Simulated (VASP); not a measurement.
AlIn:

```
Al In
1.0
     3.05413    0.00000    0.00000
    -1.52707    2.64496    0.00000
     0.00000    0.00000    5.82802
Al In
1 1
Direct
  0.00000 0.00000 0.00000
  0.00000 0.00000 0.50000
```

```yaml
Program: VASP 6.6.1
Task: relaxation of cell and atoms
Functional: PBE0
Potentials_or_basis: VASP PAW PBE potentials, release 64 (Al, In_d)
Cutoff: 600 eV
k_mesh: 5 × 5 × 3
Occupations: fermi-dirac, width 0.05 eV
Spin: no spin polarisation
```

At the start: pressure -2.6 GPa; volume 23.54 Å³/atom.

Q: Where does the relaxation end?

A: Over 10 steps the energy falls by 12.6 meV/atom and the volume is 22.51 Å³/atom (-4.4 %); space group P6/mmm (No. 191, to 0.1 Å) before and after.

Step by step:
```csv
step,energy change (eV),largest force (eV/Å),pressure (GPa),volume (Å³)
1,0.0000,0.0000,-2.56,47.08
2,-0.0209,0.0000,0.67,44.55
3,-0.0247,0.0000,-0.25,45.23
4,-0.0247,0.0000,-0.31,45.27
5,-0.0251,0.0000,-0.01,45.01
6,-0.0251,0.0000,-0.04,45.06
7,-0.0251,0.0000,-0.07,45.07
8,-0.0251,0.0000,-0.10,45.07
9,-0.0251,0.0000,-0.05,45.06
10,-0.0251,0.0000,-0.01,45.01
```

Final structure:
```cif
data_structure
_symmetry_space_group_name_H-M 'P 1'
_symmetry_Int_Tables_number 1
_cell_length_a 2.9895
_cell_length_b 2.9895
_cell_length_c 5.8160
_cell_angle_alpha 90.000
_cell_angle_beta 90.000
_cell_angle_gamma 120.000
_cell_volume 45.01
loop_
_atom_site_label
_atom_site_type_symbol
_atom_site_fract_x
_atom_site_fract_y
_atom_site_fract_z
_atom_site_occupancy
Al1 Al 0.00000 0.00000 0.00000 1
In1 In 0.00000 0.00000 0.50000 1
```

Caveat: the k points lie up to 0.49 Å⁻¹ apart in the final cell, too coarse for converged energies and pressures of a metal; the PAW data sets were made with another functional, which shifts forces and pressure a little.
